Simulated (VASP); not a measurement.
# EuO (Fm-3m) in VASP: notebook, part 2 of 2

VASP 6.6.1.

**4. Single point, r2SCAN+rVV10+U, collinear spin (16.51 Å³/atom)**

This run uses another cell than the first one, of 16.51 Å³/atom.

File POSCAR:

```
EuO
1.0
    0.0000000000      2.5462242535      2.5462242535
    2.5462242535      0.0000000000      2.5462242535
    2.5462242535      2.5462242535      0.0000000000
Eu O
1 1
Direct
    0.5000000000      0.5000000000      0.5000000000
    0.0000000000      0.0000000000      0.0000000000
```

File INCAR.step1:

```
SYSTEM = EuO
PREC = Accurate
ENCUT = 800
ISMEAR = 0
SIGMA = 0.05
LREAL = .FALSE.
LASPH = .TRUE.
NELM = 200
ISPIN = 2
MAGMOM = 7.44 -0.11
LMAXMIX = 6
LDAU = .TRUE.
LDAUTYPE = 2
LDAUL = 3 -1
LDAUU = 4 0
LDAUJ = 0 0
NBANDS = 22
GGA = PE
ALGO = Normal
EDIFF = 1E-5
LWAVE = .TRUE.
LCHARG = .FALSE.
GGA_COMPAT = .FALSE.
```

File INCAR.step2:

```
SYSTEM = EuO
PREC = Accurate
ENCUT = 800
EDIFF = 1E-6
ISMEAR = 0
SIGMA = 0.05
LREAL = .FALSE.
LASPH = .TRUE.
NELM = 200
ALGO = Normal
ISIF = 2
LWAVE = .FALSE.
LCHARG = .FALSE.
ISPIN = 2
MAGMOM = 7.44 -0.11
LORBIT = 11
LMAXMIX = 6
LDAU = .TRUE.
LDAUTYPE = 2
LDAUL = 3 -1
LDAUU = 4 0
LDAUJ = 0 0
LDAUPRINT = 1
METAGGA = R2SCAN
LMIXTAU = .TRUE.
LUSE_VDW = .TRUE.
IVDW_NL = 2
BPARAM = 11.95
CPARAM = 0.0093
NBANDS = 22
ISTART = 1
GGA_COMPAT = .FALSE.
```

File KPOINTS:

```
regular mesh
0
G
  8 8 8
  0 0 0
```

Potentials or basis: VASP PAW PBE potentials, release 64 (Eu, O).

The run is started by

```sh
cat potpaw_PBE.64/Eu/POTCAR potpaw_PBE.64/O/POTCAR > POTCAR
cp INCAR.step1 INCAR
mpirun -np 1 vasp_std > vasp.out
cp INCAR.step2 INCAR
mpirun -np 1 vasp_std > vasp.out
```

OUTCAR:

```text
SYSTEM = EuO
   PREC = Accurate
   ENCUT = 800
   EDIFF = 1E-6
   ISMEAR = 0
   LREAL = .FALSE.
   LASPH = .TRUE.
   NELM = 200
   ISIF = 2
   ISPIN = 2
   LORBIT = 11
   METAGGA = R2SCAN
   IVDW_NL = 2
   BPARAM = 11.95
   ISTART = 1

 ion  position               nearest neighbor table
   1  0.500  0.500  0.500-   2 2.55   2 2.55   2 2.55   2 2.55   2 2.55   2 2.55
   2  0.000  0.000  0.000-   1 2.55   1 2.55   1 2.55   1 2.55   1 2.55   1 2.55

[... 1468 lines left out ...]
  external PRESSURE =      -4.1615850 kB  Pullay stress =       0.0000000 kB

 VOLUME and BASIS-vectors are now :
 -----------------------------------------------------------------------------
  energy-cutoff  :      800.00
  volume of cell :       33.02
      direct lattice vectors                 reciprocal lattice vectors
     0.000000000  2.546224254  2.546224254    -0.196369192  0.196369192  0.196369192
     2.546224254  0.000000000  2.546224254     0.196369192 -0.196369192  0.196369192
     2.546224254  2.546224254  0.000000000     0.196369192  0.196369192 -0.196369192

 POSITION                                       TOTAL-FORCE (eV/Angst)
 -----------------------------------------------------------------------------------
      2.54622      2.54622      2.54622         0.000000     -0.000000     -0.000000
      0.00000      0.00000      0.00000        -0.000000      0.000000      0.000000
 -----------------------------------------------------------------------------------
    total drift:                                0.000000      0.000000      0.000000

  FREE ENERGIE OF THE ION-ELECTRON SYSTEM (eV)
  ---------------------------------------------------
  free  energy   TOTEN  =       -50.5814412583 eV

  energy  without entropy=      -50.5812510959  energy(sigma->0) =      -50.58134618

 total charge

# of ion       s       p       d       f       tot
--------------------------------------------------
    1        2.041   5.840   0.315   6.781  14.976
    2        1.554   3.441   0.000   0.000   4.995
--------------------------------------------------
tot          3.595   9.281   0.315   6.781  19.971

 magnetization (x)

# of ion       s       p       d       f       tot
--------------------------------------------------
    1       -0.025  -0.186   0.088   6.743   6.620
    2       -0.006  -0.105   0.000   0.000  -0.112
--------------------------------------------------
tot         -0.031  -0.292   0.088   6.743   6.509
```

OUTCAR.step1:

```text
SYSTEM = EuO
   PREC = Accurate
   ENCUT = 800
   ISMEAR = 0
   LREAL = .FALSE.
   LASPH = .TRUE.
[... 1447 lines left out ...]
      2.54622      2.54622      2.54622         0.000000      0.000000      0.000000
      0.00000      0.00000      0.00000         0.000000      0.000000      0.000000
 -----------------------------------------------------------------------------------
    total drift:                                0.000000      0.000000      0.000000

  FREE ENERGIE OF THE ION-ELECTRON SYSTEM (eV)
  ---------------------------------------------------
  free  energy   TOTEN  =       -21.3630981895 eV

  energy  without entropy=      -21.3625174712  energy(sigma->0) =      -21.36280783
```

Wall time 4 min (1 thread of Oxide Virtual Turin-like, shared host); peak memory 0.45 GiB.

What came out:

```
Free energy                                           : -50.5814 eV
Pressure                                              : -0.4 GPa
Band gap on the k mesh                                : zero (filled and empty bands overlap)
Net moment                                            : 7.00 μB per cell
Site moments                                          : Eu +6.62; O -0.11 μB
Valence electrons inside the program's atomic spheres : Eu 14.98; O 5.00
```

Eigenvalues of the final occupation matrices:
```tsv
site	spin	trace	eigenvalues
site 1 f	1	6.77	0.95 0.97 0.97 0.97 0.97 0.97 0.97
site 1 f	2	0.02	0.00 0.00 0.00 0.00 0.01 0.01 0.01
```

Caveat: the PAW data sets were made with another functional, which shifts forces and pressure a little; spin-orbit coupling is left out, which moves the levels of the heavy elements; a cell with one magnetic atom can't hold antiferromagnetic order, which such compounds often take.

**5. Single point, r2SCAN+rVV10+U, collinear spin (16.70 Å³/atom)**

This run uses another cell than the first one, of 16.70 Å³/atom.

File POSCAR:

```
EuO
1.0
    0.0000000000      2.5558627424      2.5558627424
    2.5558627424      0.0000000000      2.5558627424
    2.5558627424      2.5558627424      0.0000000000
Eu O
1 1
Direct
    0.5000000000      0.5000000000      0.5000000000
    0.0000000000      0.0000000000      0.0000000000
```

File INCAR.step1:

```
SYSTEM = EuO
PREC = Accurate
ENCUT = 800
ISMEAR = 0
SIGMA = 0.05
LREAL = .False.
LASPH = .True.
NELM = 200
ISPIN = 2
MAGMOM = 7.44 -0.11
LMAXMIX = 6
LDAU = .True.
LDAUTYPE = 2
LDAUL = 3 -1
LDAUU = 4 0
LDAUJ = 0 0
NBANDS = 22
GGA = PE
ALGO = Normal
EDIFF = 1E-5
LWAVE = .True.
LCHARG = .False.
GGA_COMPAT = .False.
```

File INCAR.step2:

```
SYSTEM = EuO
PREC = Accurate
ENCUT = 800
EDIFF = 1E-6
ISMEAR = 0
SIGMA = 0.05
LREAL = .False.
LASPH = .True.
NELM = 200
ALGO = Normal
ISIF = 2
LWAVE = .False.
LCHARG = .True.
ISPIN = 2
MAGMOM = 7.44 -0.11
LORBIT = 11
LMAXMIX = 6
LDAU = .True.
LDAUTYPE = 2
LDAUL = 3 -1
LDAUU = 4 0
LDAUJ = 0 0
LDAUPRINT = 1
METAGGA = R2SCAN
LMIXTAU = .True.
LUSE_VDW = .True.
IVDW_NL = 2
BPARAM = 11.95
CPARAM = 0.0093
LELF = .True.
LVHAR = .True.
NBANDS = 22
ISTART = 1
GGA_COMPAT = .False.
```

File KPOINTS:

```
Automatic mesh
0
Gamma
  8 8 8
  0 0 0
```

The run is started by

```sh
cat potpaw_PBE.64/Eu/POTCAR potpaw_PBE.64/O/POTCAR > POTCAR
cp INCAR.step1 INCAR
mpirun -np 1 vasp_std > vasp.out
cp INCAR.step2 INCAR
mpirun -np 1 vasp_std > vasp.out
```

Run time: 5 min. Hardware: 1 thread of Oxide Virtual Turin-like, shared host; peak memory 0.45 GiB.

It converged, with:

```yaml
Free_energy: -50.5792 eV
Pressure: -1.5 GPa
Band_gap_on_the_k_mesh: zero (filled and empty bands overlap)
Net_moment: 7.00 μB per cell
Site_moments: Eu +6.62; O -0.11 μB
Valence_electrons_inside_the_program's_atomic_spheres: Eu 14.97; O 4.99
```

Levels at points of the mesh, in eV from the Fermi level:
Spin up:
```
           k point  band 13  band 14  band 15  band 16  band 17  band 18
(0.00, 0.00, 0.00)     0.02     0.02     0.02     0.84     2.65     2.65
(0.50, 0.00, 0.00)    -0.43    -0.41    -0.38     3.33     5.51     5.51
(0.50, 0.50, 0.00)    -0.40    -0.38    -0.13    -0.13     4.63     6.97
```
Spin down:
```csv
k point,band 4,band 5,band 6,band 7,band 8,band 9,band 10,band 11,band 12,band 13
"(0.00, 0.00, 0.00)",-16.95,-16.95,-3.38,-3.38,-3.38,1.82,3.77,3.77,3.77,6.39
"(0.50, 0.00, 0.00)",-17.04,-16.14,-5.42,-4.54,-4.54,4.00,6.28,6.74,6.74,8.85
"(0.50, 0.50, 0.00)",-17.43,-17.43,-3.36,-3.31,-3.31,0.52,5.75,7.76,8.54,9.25
```

Eigenvalues of the final occupation matrices:
```csv
site,spin,trace,eigenvalues
site 1 f,1,6.77,0.95 0.97 0.97 0.97 0.97 0.97 0.97
site 1 f,2,0.02,0.00 0.00 0.00 0.00 0.00 0.00 0.00
```

Caveat: the PAW data sets were made with another functional, which shifts forces and pressure a little; spin-orbit coupling is left out, which moves the levels of the heavy elements; a cell with one magnetic atom can't hold antiferromagnetic order, which such compounds often take.

**6. Single point, r2SCAN+rVV10+U, collinear spin (16.84 Å³/atom)**

This run uses another cell than the first one, of 16.84 Å³/atom.

File POSCAR:

```
EuO
1.0
    0.0000000000      2.5630871572      2.5630871572
    2.5630871572      0.0000000000      2.5630871572
    2.5630871572      2.5630871572      0.0000000000
Eu O
1 1
Direct
    0.5000000000      0.5000000000      0.5000000000
    0.0000000000      0.0000000000      0.0000000000
```

Changes to INCAR.step1 since step 5:

```diff
@@ -9,3 +9,3 @@
 ISPIN = 2
-MAGMOM = 7.44 -0.11
+MAGMOM = 7.45 -0.11
 LMAXMIX = 6
```

Changes to INCAR.step2 since step 5:

```diff
@@ -12,5 +12,5 @@
 LWAVE = .False.
-LCHARG = .True.
+LCHARG = .False.
 ISPIN = 2
-MAGMOM = 7.44 -0.11
+MAGMOM = 7.45 -0.11
 LORBIT = 11
@@ -29,4 +29,2 @@
 CPARAM = 0.0093
-LELF = .True.
-LVHAR = .True.
 NBANDS = 22
```

File KPOINTS:

```
regular mesh
0
Gamma
  8 8 8
  0 0 0
```

Potentials or basis: VASP PAW PBE potentials, release 64 (Eu, O).

The run is started by

```sh
cat potpaw_PBE.64/Eu/POTCAR potpaw_PBE.64/O/POTCAR > POTCAR
cp INCAR.step1 INCAR
mpirun -np 1 vasp_std > vasp.out
cp INCAR.step2 INCAR
mpirun -np 1 vasp_std > vasp.out
```

It took 4.1 min on 1 thread of Oxide Virtual Turin-like, shared host; peak memory 0.45 GiB.

The run converged. Its results:

```yaml
Free_energy: -50.5759 eV
Pressure: -2.3 GPa
Band_gap_on_the_k_mesh: zero (filled and empty bands overlap)
Net_moment: 7.00 μB per cell
Site_moments: Eu +6.62; O -0.11 μB
Valence_electrons_inside_the_program's_atomic_spheres: Eu 14.96; O 4.99
```

Levels at points of the mesh, in eV from the Fermi level:
Spin up:
| k point | band 12 | band 13 | band 14 | band 15 | band 16 | band 17 | band 18 | band 19 |
| --- | --- | --- | --- | --- | --- | --- | --- | --- |
| (0.00, 0.00, 0.00) | -0.42 | 0.02 | 0.02 | 0.02 | 0.81 | 2.66 | 2.66 | 2.66 |
| (0.50, 0.00, 0.00) | -0.43 | -0.43 | -0.41 | -0.38 | 3.33 | 5.49 | 5.49 | 5.95 |
| (0.50, 0.50, 0.00) | -0.53 | -0.37 | -0.36 | -0.13 | -0.13 | 4.59 | 6.94 | 7.75 |
Spin down:
```
           k point  band 5  band 6  band 7  band 8  band 9  band 10  band 11  band 12
(0.00, 0.00, 0.00)  -16.95   -3.36   -3.36   -3.36    1.78     3.77     3.77     3.77
(0.50, 0.00, 0.00)  -16.15   -5.38   -4.50   -4.50    3.99     6.25     6.72     6.72
(0.50, 0.50, 0.00)  -17.42   -3.35   -3.29   -3.29    0.55     5.70     7.73     8.50
```

Eigenvalues of the final occupation matrices:
```csv
site,spin,trace,eigenvalues
site 1 f,1,6.78,0.95 0.97 0.97 0.97 0.97 0.97 0.97
site 1 f,2,0.02,0.00 0.00 0.00 0.00 0.00 0.00 0.00
```

Caveat: the PAW data sets were made with another functional, which shifts forces and pressure a little; spin-orbit coupling is left out, which moves the levels of the heavy elements; a cell with one magnetic atom can't hold antiferromagnetic order, which such compounds often take.

**7. Overview**

| cell | gap on the mesh (eV) | pressure (GPa) | moment (μB) |
| --- | --- | --- | --- |
| a = 3.552 Å, angles 60.0°, 2 atoms | none | 4.1 | 7.00 |
| a = 3.577 Å, angles 60.0°, 2 atoms | none | 1.7 | 7.00 |
| a = 3.601 Å, angles 60.0°, 2 atoms | none | -0.4 | 7.00 |
| a = 3.615 Å, angles 60.0°, 2 atoms | none | -1.5 | 7.00 |
| a = 3.625 Å, angles 60.0°, 2 atoms | none | -2.3 | 7.00 |

Alike in all rows: task single point; level r2SCAN+rVV10+U; potentials or basis VASP PAW PBE potentials, release 64 (Eu, O); spin collinear; Eu f U = 4.0 eV; k mesh 8 × 8 × 8; cutoff (eV) 800; smearing gaussian 0.05 eV.

Caveats: the PAW data sets were made with another functional, which shifts forces and pressure a little; spin-orbit coupling is left out, which moves the levels of the heavy elements; a cell with one magnetic atom can't hold antiferromagnetic order, which such compounds often take; the cell stands under pressure (at least some runs).

Absolute energies hang on the potentials; compare differences alone.
